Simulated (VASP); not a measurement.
A run of VASP 6.6.1 is set up as follows.

INCAR

```
PREC     = Accurate       # precision mode
ENCUT    = 520            # plane-wave cutoff, eV
EDIFF    = 1E-7           # SCF threshold, eV
ISMEAR   = -1             # smearing method
SIGMA    = 0.05           # smearing width, eV
LREAL    = F              # projectors in reciprocal space
LASPH    = T              # aspherical terms in the spheres
NELM     = 100            # most SCF steps
ALGO     = Normal         # electronic algorithm
ISIF     = 2              # what is computed and relaxed
LWAVE    = F              # write WAVECAR
LCHARG   = F              # write CHGCAR
LDIPOL   = T            
IDIPOL   = 3            
DIPOL    = 0.5 0.5 0.500
GGA      = PE             # functional
NBANDS   = 26             # bands
```

Contents of KPOINTS:

```
Automatic mesh
0
Gamma
  12 12 1
```

Contents of POSCAR:

```
C
1.0
    2.4699988104      0.0000000000      0.0000000000
   -1.2349994052      2.1390817171      0.0000000000
    0.0000000000      0.0000000000     25.2189500000
C
8
Direct
    0.0000000000      0.0000000000      0.2973954110
    0.6666666667      0.3333333334      0.2987416209
    0.0000000000      0.0000000000      0.4320164004
    0.3333333333      0.6666666666      0.4333626103
    0.0000000000      0.0000000000      0.5666373897
    0.6666666667      0.3333333334      0.5679835996
    0.0000000000      0.0000000000      0.7012583791
    0.3333333333      0.6666666666      0.7026045890
```

Potentials or basis: VASP PAW PBE potentials, release 64 (C).

Run with:

```bash
$ cat potpaw_PBE.64/C/POTCAR > POTCAR
$ mpirun -np 1 vasp_std > vasp.out
```

Estimate the largest force.

0.627 eV/Å.

Forces in eV/Å, atoms in the order of the input:
```
C    0.000  0.000  0.531
C    0.000  0.000 -0.627
C    0.000  0.000  0.560
C    0.000  0.000 -0.566
C    0.000  0.000  0.574
C    0.000  0.000 -0.568
C    0.000  0.000  0.605
C    0.000  0.000 -0.509
```
